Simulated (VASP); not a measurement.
# AlN (Pm) in VASP: notebook

AlN is run at these levels: LDA; tasks: single point.

All numbers are computed with VASP 6.6.1; they aren't measurements. Logs are shortened: lines on timing, memory, paths and dates and some standing lists are left out, and cuts for length are marked.

### Step 1. The cell of the first run

Symmetry: Pm, No. 6, monoclinic system. Conventional cell: a = 3.276 Å, b = 4.101 Å, c = 5.674 Å, α = 90.00°, β = 90.00°, γ = 90.00°. Al (site symmetry m) has 1 N at 1.52 Å within 2.0 Å. Al (site symmetry m) has 5 N at 1.89 to 2.05 Å within 2.5 Å. Within 2.5 Å of Al (site symmetry m) lie 5 N at 1.89 to 2.05 Å. Within 2.5 Å of Al (site symmetry m) lie 5 N at 1.89 to 2.05 Å. N (site symmetry m) has 5 Al at 1.89 to 2.08 Å within 2.5 Å. N (site symmetry m) has 5 Al at 1.89 to 2.05 Å within 2.5 Å. N (site symmetry m) has 2 Al at 1.52 to 1.89 Å within 2.0 Å. Within 2.5 Å of N (site symmetry m) lie 5 Al at 1.89 to 2.10 Å.

### Step 2. Single point, LDA (atom 1 (Al) moved by +0.000 Å along [1 0 0] and +0.372 Å along [1 2 0])

Contents of INCAR:

```
SYSTEM = AlN
  PREC = Accurate
  ENCUT = 520
  EDIFF = 1E-6
  ISMEAR = 0
  SIGMA = 0.05
  LREAL = .False.
  LASPH = .True.
  NELM = 100
  ALGO = Normal
  ISIF = 2
  LWAVE = .False.
  LCHARG = .False.
  GGA = CA
  NBANDS = 26
```

Contents of KPOINTS:

```
Automatic mesh
0
Gamma
  8 6 4
  0 0 0
```

Contents of POSCAR:

```
AlN
1.0
   -1.6378403119      2.8368226349      0.0000000000
    0.0000000000      0.0000000000      4.1006264518
    4.9135209358      2.8368226349      0.0000000000
Al N
4 4
Direct
    0.5983494691      0.7500000000      0.1994498231
    1.0000000000      0.7500000000      0.6666666667
    0.0000000000      0.2500000000      0.3333333333
    0.5000000000      0.2500000000      0.8333333333
    0.5000000000      0.2500000000      0.1666666667
    1.0000000000      0.2500000000      0.6666666667
    0.0000000000      0.7500000000      0.3333333333
    0.5000000000      0.7500000000      0.8333333333
```

Potentials or basis: VASP PAW LDA potentials, release 64 (Al, N).

Command:

```bash
$ cat potpaw_LDA.64/Al/POTCAR potpaw_LDA.64/N/POTCAR > POTCAR
$ mpirun -np 1 vasp_std > vasp.out
```

OUTCAR:

```text
SYSTEM = AlN
   PREC = Accurate
   ENCUT = 520
   EDIFF = 1E-6
   ISMEAR = 0
   LREAL = .False.
   LASPH = .True.
   NELM = 100
   ISIF = 2
   GGA = CA

 ion  position               nearest neighbor table
   1  0.598  0.750  0.199-   7 1.52   5 2.08   5 2.08   7 2.10   8 2.10   3 2.55   3 2.55   3 2.94
                             3 2.94   4 2.94   4 2.94   2 2.96   2 3.30   2 3.30
   2  0.000  0.750  0.667-   8 1.89   8 1.89   7 1.89   6 2.05   6 2.05   4 2.79   4 2.79   4 2.79
                             4 2.79   3 2.79   3 2.79   1 2.96   1 3.30   1 3.30
   3  0.000  0.250  0.333-   5 1.89   5 1.89   6 1.89   7 2.05   7 2.05   1 2.55   1 2.55   2 2.79
                             2 2.79   1 2.94   1 2.94   4 3.28   4 3.28   4 3.28   4 3.28
   4  0.500  0.250  0.833-   6 1.89   6 1.89   5 1.89   8 2.05   8 2.05   2 2.79   2 2.79   2 2.79
                             2 2.79   1 2.94   1 2.94   3 3.28   3 3.28   3 3.28   3 3.28
   5  0.500  0.250  0.167-   3 1.89   3 1.89   4 1.89   1 2.08   1 2.08
   6  0.000  0.250  0.667-   4 1.89   4 1.89   3 1.89   2 2.05   2 2.05
   7  0.000  0.750  0.333-   1 1.52   2 1.89   3 2.05   3 2.05   1 2.10
   8  0.500  0.750  0.833-   2 1.89   2 1.89   4 2.05   4 2.05   1 2.10

  LATTYP: Found a simple orthorhombic cell.
 ALAT       =     3.2756806238
 B/A-ratio  =     1.2518395176
 C/A-ratio  =     1.7320508076

  Lattice vectors:

 A1 = (  -1.6378403119,   2.8368226349,   0.0000000000)
 A2 = (   0.0000000000,   0.0000000000,   4.1006264518)
 A3 = (   4.9135209358,   2.8368226349,   0.0000000000)

Analysis of symmetry for initial positions (statically):
=====================================================================
 Subroutine PRICEL returns:
 Original cell was already a primitive cell.

 Routine SETGRP: Setting up the symmetry group for a
 simple orthorhombic supercell.

 Subroutine GETGRP returns: Found  2 space group operations
 (whereof  1 operations were pure point group operations)
 out of a pool of  8 trial point group operations.

The static configuration has the point symmetry C_1 .
 The point group associated with its full space group is C_1h.

Analysis of symmetry for dynamics (positions and initial velocities):
=====================================================================
 Subroutine PRICEL returns:
 Original cell was already a primitive cell.

 Routine SETGRP: Setting up the symmetry group for a
 simple orthorhombic supercell.

 Subroutine GETGRP returns: Found  2 space group operations
 (whereof  1 operations were pure point group operations)
 out of a pool of  8 trial point group operations.

The dynamic configuration has the point symmetry C_1 .
 The point group associated with its full space group is C_1h.

 Subroutine INISYM returns: Found  2 space group operations
 (whereof  1 operations are pure point group operations),
 and found     1 'primitive' translations

----------------------------------------------------------------------------------------

                                     Primitive cell

  volume of cell :      76.2103

  direct lattice vectors                    reciprocal lattice vectors
    -1.637840312  2.836822635  0.000000000    -0.152640033  0.264380293  0.000000000
     0.000000000  0.000000000  4.100626452     0.000000000  0.000000000  0.243865178
     4.913520936  2.836822635  0.000000000     0.152640033  0.088126764  0.000000000

  length of vectors
     3.275680624  4.100626452  5.673645270     0.305280067  0.243865178  0.176253529

  position of ions in fractional coordinates (direct lattice)
     0.598349469  0.750000000  0.199449823
     0.000000000  0.750000000  0.666666667
     0.000000000  0.250000000  0.333333333
     0.500000000  0.250000000  0.833333333
     0.500000000  0.250000000  0.166666667
     0.000000000  0.250000000  0.666666667
     0.000000000  0.750000000  0.333333333
     0.500000000  0.750000000  0.833333333

  ion indices of the primitive-cell ions
   primitive index   ion index
                 1           1
                 2           2
                 3           3
                 4           4
                 5           5
                 6           6
                 7           7
                 8           8

----------------------------------------------------------------------------------------

 KPOINTS: Automatic mesh

Automatic generation of k-mesh.
 Grid dimensions read from file:
 generate k-points for:    8    6    4

 Generating k-lattice:

  Cartesian coordinates                     Fractional coordinates (reciprocal lattice)
    -0.019080004  0.033047537  0.000000000     0.125000000  0.000000000  0.000000000
     0.000000000  0.000000000  0.040644196     0.000000000  0.166666667  0.000000000
     0.038160008  0.022031691  0.000000000     0.000000000  0.000000000  0.250000000

  Length of vectors
     0.038160008  0.040644196  0.044063382

  Shift w.r.t. Gamma in fractional coordinates (k-lattice)
     0.000000000  0.000000000  0.000000000

 Subroutine IBZKPT returns following result:
 ===========================================

 Found     72 irreducible k-points:

 Following reciprocal coordinates:
            Coordinates               Weight
  0.000000  0.000000  0.000000      1.000000
  0.125000  0.000000  0.000000      2.000000
  0.250000  0.000000  0.000000      2.000000
  0.375000  0.000000  0.000000      2.000000
  0.500000  0.000000  0.000000      1.000000
  0.000000  0.166667  0.000000      2.000000
[... 16 lines left out ...]
  0.125000  0.000000 -0.250000      2.000000
  0.250000  0.000000  0.250000      2.000000
 [... further k-points ...]
   k-points           NKPTS =     72   k-points in BZ     NKDIM =     72   number of bands    NBANDS=     26
   number of dos      NEDOS =    301   number of ions     NIONS =      8
   total plane-waves  NPLWV =  30240
   dimension x,y,z NGX =    24 NGY =   30 NGZ =   42
   dimension x,y,z NGXF=    48 NGYF=   60 NGZF=   84
   ions per type =               4   4
   NGX,Y,Z   is equivalent  to a cutoff of  12.18, 12.16, 12.31 a.u.
   NGXF,Y,Z  is equivalent  to a cutoff of  24.36, 24.32, 24.61 a.u.
 SYSTEM =  AlN
   PREC   = accura    normal or accurate (medium, high low for compatibility)
   ISTART =      0    job   : 0-new  1-cont  2-samecut
   ICHARG =      2    charge: 1-file 2-atom 10-const
   ISPIN  =      1    spin polarized calculation?
   LNONCOLLINEAR =      F non collinear calculations
   LSORBIT =      F    spin-orbit coupling
   LASPH  =      T    aspherical Exc in radial PAW
   ENCUT  =  520.0 eV  38.22 Ry    6.18 a.u.   6.09  7.62 10.55*2*pi/ulx,y,z
   NELM   =    100;   NELMIN=  2; NELMDL= -5     # of ELM steps
   EDIFF  = 0.1E-05   stopping-criterion for ELM
   LREAL  =      F    real-space projection
   EDIFFG = 0.1E-04   stopping-criterion for IOM
   NSW    =      0    number of steps for IOM
   IBRION =     -1    ionic relax: 0-MD 1-quasi-New 2-CG
   NFREE  =      0    steps in history (QN), initial steepest desc. (CG)
   ISIF   =      2    stress and relaxation
   ISYM   =      2    0-nonsym 1-usesym 2-fastsym
   POTIM  = 0.5000    time-step for ionic-motion
   TEBEG  =    0.0;   TEEND  =   0.0 temperature during run
   PSTRESS=    0.0 pullay stress
   NELECT =      32.0000    total number of electrons
   NUPDOWN=      -1.0000    fix difference up-down
   EMIN   =  10.00;   EMAX   =-10.00  energy-range for DOS
   EFERMI =   0.00;   METHOD = LEGACY
   ISMEAR =     0;   SIGMA  =   0.05  broadening in eV -4-tet -1-fermi 0-gaus
   EFERMI_NEDOS =   21; number of points for ismear=-14 and -15
   IALGO  =     38    algorithm
   IMIX   =      4    mixing-type and parameters
     AMIX     =   0.40;   BMIX     =  1.00
     AMIX_MAG =   1.60;   BMIX_MAG =  1.00
  volume/ion in A,a.u.               =       9.53        64.29
  Fermi-wavevector in a.u.,A,eV,Ry     =   1.225896  2.316607 20.447110  1.502820
  Thomas-Fermi vector in A             =   2.360917
   LORBIT       =      0    0 simple, 1 ext, 2 COOP (PROOUT), +10 PAW based schemes
   GGA     = CA    functional components
   LHFCALC =     F    Hartree Fock is set to
   AEXX    =    0.0000 exact exchange contribution
   IVDW    =     0    specifies the selected vdW correction
   LEPSILON=     F    determine dielectric tensor
   LRPA    =     F    only Hartree local field effects (RPA)
 non-spin polarized calculation
 Gauss-broadening in eV      SIGMA  =   0.05
  energy-cutoff  :      520.00
  volume of cell :       76.21
 maximum number of plane-waves:      2088
   NGX = 13   NGY = 15   NGZ = 21

 number of electron      32.0000003 magnetization

 Free energy of the ion-electron system (eV)
  ---------------------------------------------------
  ext. energy  EPLUGINS =         0.00000000
  ---------------------------------------------------
  free energy    TOTEN  =       -62.82899418 eV

  energy without entropy =      -62.82899418  energy(sigma->0) =      -62.82899418

 E-fermi :   8.3316     XC(G=0): -11.6673

 val. band max:        8.0776687995   @ k =   0.0000   0.0000   0.0000
 cond. band min:      11.4392845598   @ k =   0.0000   0.0000   0.0000
 fundamental gap:      3.3616157603
 Fermi energy:         8.3316348337

 k-point     1 :       0.0000    0.0000    0.0000
  band No.  band energies     occupation
      1      -8.9265      2.00000
      2      -6.8835      2.00000
      3      -5.6811      2.00000
      4      -4.6817      2.00000
      5       0.9120      2.00000
      6       1.4276      2.00000
[... 18 lines left out ...]
     25      17.7286      0.00000
     26      19.2197      0.00000

 k-point     2 :       0.1250    0.0000    0.0000
  band No.  band energies     occupation
      1      -8.7895      2.00000
      2      -6.7713      2.00000
      3      -5.7177      2.00000
      4      -4.6876      2.00000
      5       1.0559      2.00000
      6       1.3673      2.00000
[... 18 lines left out ...]
     25      18.2324      0.00000
[... 608 lines left out ...]
     25      17.8480      0.00000
     26      18.3693      0.00000

 k-point    24 :       0.2500    0.0000    0.2500
  band No.  band energies     occupation
      1      -8.2519      2.00000
      2      -6.9382      2.00000
      3      -5.5574      2.00000
      4      -4.7441      2.00000
      5       1.4902      2.00000
      6       1.6378      2.00000
[... 18 lines left out ...]
     25      18.0753      0.00000
     26      18.4258      0.00000

 [... further k-points ...]
[... 5 lines left out ...]
  --------------------------------------------------------------------------------------
  -------------------------------------------------------------------------------------
  Total       -2.0097805     15.9630843      0.4071886      0.0237170      0.0000000      0.0000000
  in kB      -42.2518061    335.5934309      8.5603649      0.4986043      0.0000000      0.0000000
  external PRESSURE =     100.6339966 kB  Pullay stress =       0.0000000 kB

 VOLUME and BASIS-vectors are now :
 -----------------------------------------------------------------------------
  energy-cutoff  :      520.00
  volume of cell :       76.21
      direct lattice vectors                 reciprocal lattice vectors
    -1.637840312  2.836822635  0.000000000    -0.152640033  0.264380293  0.000000000
     0.000000000  0.000000000  4.100626452     0.000000000  0.000000000  0.243865178
     4.913520936  2.836822635  0.000000000     0.152640033  0.088126764  0.000000000

 POSITION                                       TOTAL-FORCE (eV/Angst)
 -----------------------------------------------------------------------------------
      0.00000      2.26322      3.07547        -0.662302    -14.784187      0.000000
      3.27568      1.89122      3.07547         0.668232      0.585627      0.000000
      1.63784      0.94561      1.02516        -0.283845      0.907313      0.000000
      3.27568      3.78243      1.02516         0.283198     -0.000139      0.000000
      0.00000      1.89122      1.02516         0.387722      1.053987      0.000000
      3.27568      1.89122      1.02516        -0.419419     -0.211164      0.000000
      1.63784      0.94561      3.07547        -0.304254     11.713214      0.000000
      3.27568      3.78243      3.07547         0.330669      0.735348      0.000000
 -----------------------------------------------------------------------------------
    total drift:                                0.000398     -0.000631     -0.000000

  FREE ENERGIE OF THE ION-ELECTRON SYSTEM (eV)
  ---------------------------------------------------
  free  energy   TOTEN  =       -62.8289941816 eV

  energy  without entropy=      -62.8289941816  energy(sigma->0) =      -62.82899418
```

It took 36 s on 1 thread of Intel Xeon 6975P-C (Granite Rapids), shared host; peak memory 0.22 GiB.

What came out:

```yaml
Free_energy: -62.8290 eV
Pressure: 10.1 GPa
Largest_force: 14.799 eV/Å
Band_gap_on_the_k_mesh: 3.36 eV, direct
```

Forces in eV/Å, atoms in the order of the input:
```
Al   -0.662 -14.784   0.000
Al    0.668   0.586   0.000
Al   -0.284   0.907   0.000
Al    0.283   0.000   0.000
N     0.388   1.054   0.000
N    -0.419  -0.211   0.000
N    -0.304  11.713   0.000
N     0.331   0.735   0.000
```

Levels at points of the mesh, in eV from the valence-band top:
```
           k point  band 14  band 15  band 16  band 17  band 18  band 19
(0.00, 0.00, 0.00)    -1.51    -1.14     0.00     3.36     3.84     4.57
(0.50, 0.00, 0.00)    -2.51    -2.21    -1.83     5.43     5.62     5.91
(0.00, 0.50, 0.00)    -2.22    -1.79    -1.59     5.03     5.13     5.87
(0.50, 0.50, 0.00)    -0.97    -0.88    -0.72     5.70     5.89     6.35
(0.00, 0.00, 0.50)    -1.41    -1.07    -0.87     4.58     4.93     6.16
(0.50, 0.00, 0.50)    -2.77    -1.55    -1.07     3.67     4.01     6.88
(0.00, 0.50, 0.50)    -2.11    -1.63    -1.52     5.06     5.30     5.53
(0.50, 0.50, 0.50)    -1.71    -1.52    -1.44     4.80     4.97     5.22
```

Caveat: the cell differs from its parent crystal (atom 1 (Al) moved by +0.000 Å along [1 0 0] and +0.372 Å along [1 2 0]); forces of over 1 eV/Å act on the atoms, so gaps and moduli don't describe the material at rest. A k mesh can miss the band edges.

### Step 3. Single point, LDA (atom 1 (Al) moved by -0.124 Å along [1 0 0] and -0.248 Å along [1 2 0])

Contents of INCAR:

```
SYSTEM = AlN
ALGO = Normal
EDIFF = 1E-7
ENCUT = 520
ISIF = 2
ISMEAR = 0
LASPH = .TRUE.
LCHARG = .FALSE.
LREAL = .FALSE.
LWAVE = .FALSE.
NBANDS = 26
NELM = 80
PREC = Accurate
SIGMA = 0.05
```

Contents of KPOINTS:

```
k-points
0
G
  8 6 4
  0 0 0
```

Edit POSCAR of step 2 so:

```diff
@@ -8,3 +8,3 @@
 Direct
-    0.5983494691      0.7500000000      0.1994498231
+    0.4533610514      0.7500000000      0.1258838650
     1.0000000000      0.7500000000      0.6666666667
```

Potentials or basis: VASP PAW LDA potentials, release 64 (Al, N).

Command:

```bash
$ cat potpaw_LDA.64/Al/POTCAR potpaw_LDA.64/N/POTCAR > POTCAR
$ mpirun -np 1 vasp_std > vasp.out
```

Run time: 37 s. Hardware: 1 thread of Intel Xeon 6975P-C (Granite Rapids), shared host; peak memory 0.22 GiB.

The run converged. Its results:

* Free energy: -64.0898 eV
* Pressure: 4.2 GPa
* Largest force: 7.302 eV/Å
* Band gap on the k mesh: 3.19 eV, direct

Forces in eV/Å, atoms in the order of the input:
```
Al   5.694  4.572  0.000
Al  -1.122 -0.740  0.000
Al  -0.031 -0.322  0.000
Al  -0.308  0.011  0.000
N   -0.790 -0.887  0.000
N    0.494  0.259  0.000
N   -0.375 -0.970  0.000
N   -3.563 -1.922  0.000
```

Stress tensor (GPa, compression positive):
```
12.27  5.13  0.00
 5.13 -0.41  0.00
 0.00  0.00  0.67
```

Levels at points of the mesh, in eV from the valence-band top:
```tsv
k point	band 13	band 14	band 15	band 16	band 17	band 18	band 19	band 20
(0.00, 0.00, 0.00)	-2.04	-1.74	-0.73	0.00	3.19	3.91	4.59	7.12
(0.50, 0.00, 0.00)	-2.85	-2.49	-2.25	-2.12	5.20	5.33	5.78	5.98
(0.00, 0.50, 0.00)	-2.54	-1.80	-1.73	-1.51	4.55	5.00	5.81	6.06
(0.50, 0.50, 0.00)	-1.47	-1.26	-0.78	-0.71	5.73	5.75	6.32	6.49
(0.00, 0.00, 0.50)	-1.90	-1.60	-0.89	-0.65	4.20	5.01	6.18	6.34
(0.50, 0.00, 0.50)	-3.05	-2.75	-1.58	-1.33	3.50	4.03	6.65	7.30
(0.00, 0.50, 0.50)	-2.21	-1.91	-1.58	-1.53	4.45	5.18	5.39	6.08
(0.50, 0.50, 0.50)	-2.27	-2.10	-1.45	-1.36	4.71	4.85	5.31	5.54
```

Caveat: the cell differs from its parent crystal (atom 1 (Al) moved by -0.124 Å along [1 0 0] and -0.248 Å along [1 2 0]); forces of over 1 eV/Å act on the atoms, so gaps and moduli don't describe the material at rest. A k mesh can miss the band edges.
